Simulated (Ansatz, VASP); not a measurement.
Na2Zr: VASP beside Ansatz

```
Na Zr
1.0
     0.00000    4.27225    4.27225
     4.27225    0.00000    4.27225
     4.27225    4.27225    0.00000
Na Zr
4 2
Direct
  0.12500 0.12500 0.12500
  0.62500 0.12500 0.12500
  0.12500 0.12500 0.62500
  0.12500 0.62500 0.12500
  0.50000 0.50000 0.50000
  0.75000 0.75000 0.75000
```

Alike in both runs: functional PBE; k mesh 8 × 8 × 8; occupations gaussian, width 0.1 eV; no spin polarisation.

Ansatz relaxed the structure, and its values are those at the end. VASP's run is a single point on that final structure, the one shown.

```csv
,VASP,Ansatz
version,VASP 6.6.1,Ansatz 0.2.0
potentials or method,"VASP PAW PBE potentials, release 64 (Na_pv, Zr_sv), cutoff 520 eV","scalar-relativistic, plane waves, PAW"
valence electrons in the cell,52,60
```

|  | VASP | Ansatz | Ansatz less VASP |
| --- | --- | --- | --- |
| gap on the k mesh at the Fermi level (eV) | none | none | - |
| pressure (GPa) | 0.0 | 0.0 | -0.02 |

A gap of «none» marks a metal or a gap that the smearing closes. VASP's potentials hold 52 valence electrons a cell and Ansatz's 60, so a difference there can come from the potentials and not from the codes.
